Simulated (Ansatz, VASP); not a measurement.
One calculation of TlPO2, two programs

Contents of INCAR:

```
SYSTEM = TlPO2
ALGO = Normal
EDIFF = 1E-7
EDIFFG = -0.04
ENCUT = 910
GGA = PE
GGA_COMPAT = .FALSE.
IBRION = 2
ISIF = 3
ISMEAR = 0
LASPH = .TRUE.
LCHARG = .FALSE.
LREAL = .FALSE.
LWAVE = .FALSE.
NELM = 120
NELMIN = 4
NSW = 90
PREC = Accurate
SIGMA = 0.1
```

The input KPOINTS:

```
k-points
0
G
  6 6 4
  0 0 0
```

File POSCAR:

```
TlPO2
1.0
    3.4338586900      0.0000000000      0.0000000000
    0.0000000000      3.4338586900      0.0000000000
    0.0000000000      0.0000000000      4.8364947200
Tl P O
1 1 2
Direct
    0.5000000000      0.5000000000      0.5000000000
    0.0000000000      0.0000000000      0.0000000000
    0.5000000000      0.0000000000      0.7382648000
    0.0000000000      0.5000000000      0.2617352000
```

Input for Ansatz:

```yaml
crystal:
  lattice:
    - [3.43385869, 0.0, 0.0]
    - [0.0, 3.43385869, 0.0]
    - [0.0, 0.0, 4.83649472]
  atoms:
    - { symbol: Tl, position: [0.5, 0.5, 0.5] }
    - { symbol: P, position: [0.0, 0.0, 0.0] }
    - { symbol: O, position: [0.5, 0.0, 0.7382648] }
    - { symbol: O, position: [0.0, 0.5, 0.2617352] }
basis:
  ecutwfc: 420
kpoints:
  mp_grid: { grid: [6, 6, 4] }
hamiltonian:
  xc: pbe
scf:
  occupations: { method: gaussian, width: 0.1 }
  lower_state_search: "off"
output:
  forces: true
  stress: true
  eigenvalues: true
relax:
  adjacent_minimum: "off"
  f_tol: 0.04
  max_steps: 70
  cell: { stress_tol: 0.4 }
```

Change from the starting cell: species swapped into the AlGaN2 type (P-4m2, No. 115).

Alike in both runs: task relaxation of cell and atoms; functional PBE; k mesh 6 × 6 × 4; occupations gaussian, width 0.1 eV; no spin polarisation.

|  | VASP | Ansatz |
| --- | --- | --- |
| version | VASP 6.6.1 | Ansatz 0.2.0 |
| potentials or method | VASP PAW PBE potentials, release 64 (Tl_d, P, O_h), cutoff 910 eV | scalar-relativistic, plane waves, PAW |
| valence electrons in the cell | 30 | 30 |

VASP gave:

| Quantity | Value |
| --- | --- |
| gap on the k mesh at the Fermi level, each at its own relaxed structure (eV) | none |
| relaxed volume (Å³/atom) | 15.80 |
| relaxed length of the cell vector where the two differ most in proportion (Å) | 5.113 |

Estimate Ansatz's values.

gap on the k mesh at the Fermi level, each at its own relaxed structure (eV): none; relaxed volume (Å³/atom): 17.80; relaxed length of the cell vector where the two differ most in proportion (Å): 6.760.

A gap of «none» marks a metal or a gap that the smearing closes. One of these differences is far larger than is usual between the two programs; its cause wasn't traced.

Neither program's run includes spin-orbit coupling. Noted on VASP's run: the cutoff is under 1.25 times that of the potentials, so the pressure is a little rough.
